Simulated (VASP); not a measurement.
A run of VASP 6.6.1:

The input POSCAR:

```
Rb2NaRhF6
1.0
    0.0000000000      4.1774034700      4.1774034700
    4.1774034700      0.0000000000      4.1774034700
    4.1774034700      4.1774034700      0.0000000000
Rb Na Rh F
2 1 1 6
Direct
    0.2500000000      0.2500000000      0.2500000000
    0.7500000000      0.7500000000      0.7500000000
    0.5000000000      0.5000000000      0.5000000000
    0.0000000000      0.0000000000      0.0000000000
    0.7632056400      0.2367943600      0.2367943600
    0.2367943600      0.7632056400      0.2367943600
    0.2367943600      0.7632056400      0.7632056400
    0.7632056400      0.2367943600      0.7632056400
    0.2367943600      0.2367943600      0.7632056400
    0.7632056400      0.7632056400      0.2367943600
```

The input INCAR.step1:

```
SYSTEM = Rb2NaRhF6
PREC = Accurate
ENCUT = 520
ISMEAR = -1
SIGMA = 0.02
LREAL = .False.
LASPH = .True.
NELM = 80
NBANDS = 52
GGA = PE
ALGO = Normal
EDIFF = 1E-4
LWAVE = .True.
LCHARG = .False.
```

INCAR.step2

```
SYSTEM = Rb2NaRhF6
PREC = Accurate
ENCUT = 520
EDIFF = 1E-6
ISMEAR = -1
SIGMA = 0.02
LREAL = .False.
LASPH = .True.
NELM = 80
ALGO = Normal
ISIF = 2
LWAVE = .False.
LCHARG = .False.
METAGGA = R2SCAN
LMIXTAU = .True.
NBANDS = 52
ISTART = 1
```

Contents of KPOINTS:

```
Automatic mesh
0
Gamma
  6 6 6
  0 0 0
```

Potentials or basis: VASP PAW PBE potentials, release 64 (Rb_sv, Na_pv, Rh_pv, F).

Command:

```bash
$ cat potpaw_PBE.64/Rb_sv/POTCAR potpaw_PBE.64/Na_pv/POTCAR potpaw_PBE.64/Rh_pv/POTCAR potpaw_PBE.64/F/POTCAR > POTCAR
$ cp INCAR.step1 INCAR
$ mpirun -np 1 vasp_std > vasp.out
$ cp INCAR.step2 INCAR
$ mpirun -np 1 vasp_std > vasp.out
```

Hardware: 1 thread of Intel Xeon 8259CL (shared host).

Question: How long does it take, and how much memory?

Answer: Wall time 18 min on 1 thread of Intel Xeon 8259CL, on a shared host, peak memory 0.4 GiB. Counts: k points 16.
